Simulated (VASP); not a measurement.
Input of a VASP 6.6.1 run:

INCAR

```
  PREC = Accurate
  ENCUT = 520
  EDIFF = 1E-6
  ISMEAR = -1
  SIGMA = 0.05
  LREAL = F
  LASPH = T
  NELM = 100
  ALGO = Normal
  ISIF = 2
  LWAVE = F
  LCHARG = T
  GGA = PE
  LELF = T
  LVHAR = T
  NBANDS = 46
```

Contents of KPOINTS:

```
regular mesh
0
Gamma
  7 7 7
```

File POSCAR:

```
ZnCu2SnS4
1.0
   -2.7171000000      2.7171000000      5.4248000000
    2.7171000000     -2.7171000000      5.4248000000
    2.7171000000      2.7171000000     -5.4248000000
Sn Zn Cu S
1 1 2 4
Direct
    0.5000000000      0.5000000000      0.0000000000
    0.2500000000      0.7500000000      0.5000000000
    0.7500000000      0.2500000000      0.5000000000
    0.0000000000      0.0000000000      0.0000000000
    0.6279900000      0.6283900000      0.5128000000
    0.8848100000      0.3720100000      0.0004000000
    0.1155900000      0.1151900000      0.4872000000
    0.3716100000      0.8844100000      0.9996000000
```

Potentials or basis: VASP PAW PBE potentials, release 64 (Sn_d, Zn, Cu, S).

Command:

```console
$ cat potpaw_PBE.64/Sn_d/POTCAR potpaw_PBE.64/Zn/POTCAR potpaw_PBE.64/Cu/POTCAR potpaw_PBE.64/S/POTCAR > POTCAR
$ mpirun -np 1 vasp_std > vasp.out
```

Problem. Predict the pressure.

Solution. 2.1 GPa.

Problem. Estimate the band gap on the k mesh.

Solution. 0.32 eV.

Problem. What does it give for the largest force?

Solution. 0.579 eV/Å.

Forces on the atoms (eV/Å):
```
Sn   0.000  0.000  0.000
Zn   0.000  0.000  0.000
Cu   0.000  0.000  0.000
Cu   0.000  0.000  0.000
S    0.140  0.531 -0.184
S   -0.531  0.140  0.184
S   -0.140 -0.531 -0.184
S    0.531 -0.140  0.184
```

Caveat: spin-orbit coupling is left out, which moves the levels of the heavy elements.
